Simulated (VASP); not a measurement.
Set up this calculation in VASP 6.6.1, as the native input.

```
Task                   : single point
Functional             : r2SCAN
Potentials or basis    : VASP PAW PBE potentials, release 64 (B, N)
Cutoff                 : 520 eV
k mesh                 : 10 × 10 × 10
Occupations            : gaussian, width 0.01 eV
Spin                   : no spin polarisation
Dipole correction      : no
Further INCAR settings : ALGO = Normal; EDIFF = 1e-06; NBANDS = 11
```

Crystal: BN (Qingsongite).

```
CELL_PARAMETERS angstrom
0.00000 1.78659 1.78659
1.78659 0.00000 1.78659
1.78659 1.78659 0.00000
ATOMIC_POSITIONS crystal
B 0.00000 0.00000 0.00000
N 0.25000 0.25000 0.25000
```

This cell differs from its parent crystal: volume changed by -3%.

These files were run (other wordings do the same):

POSCAR

```
BN
1.0
    0.0000000000      1.7865927600      1.7865927600
    1.7865927600      0.0000000000      1.7865927600
    1.7865927600      1.7865927600      0.0000000000
B N
1 1
Direct
    0.0000000000      0.0000000000      0.0000000000
    0.2500000000      0.2500000000      0.2500000000
```

INCAR.step1

```
SYSTEM = BN
PREC = Accurate
ENCUT = 520
ISMEAR = 0
SIGMA = 0.01
LREAL = .FALSE.
LASPH = .TRUE.
NELM = 100
NBANDS = 11
GGA = PE
ALGO = Normal
EDIFF = 1E-4
LWAVE = .TRUE.
LCHARG = .FALSE.
```

INCAR.step2

```
SYSTEM = BN
PREC = Accurate
ENCUT = 520
EDIFF = 1E-6
ISMEAR = 0
SIGMA = 0.01
LREAL = .FALSE.
LASPH = .TRUE.
NELM = 100
ALGO = Normal
ISIF = 2
LWAVE = .FALSE.
LCHARG = .FALSE.
METAGGA = R2SCAN
LMIXTAU = .TRUE.
NBANDS = 11
ISTART = 1
```

KPOINTS

```
Automatic mesh
0
G
  10 10 10
  0 0 0
```

Potentials or basis: VASP PAW PBE potentials, release 64 (B, N).

Launch:

```console
$ cat potpaw_PBE.64/B/POTCAR potpaw_PBE.64/N/POTCAR > POTCAR
$ cp INCAR.step1 INCAR
$ mpirun -np 1 vasp_std > vasp.out
$ cp INCAR.step2 INCAR
$ mpirun -np 1 vasp_std > vasp.out
```

Results of the run:

| Item | Value |
| --- | --- |
| Pressure | 13.9 GPa |
| Band gap on the k mesh | 5.02 eV, indirect (least direct gap 9.70 eV) |

Caveat: the PAW data sets were made with another functional, which shifts forces and pressure a little.

Wall time 22 s on 1 thread of Intel(R) Xeon(R) Platinum 8488C (Sapphire Rapids), with other jobs on the host, peak memory 0.12 GiB.
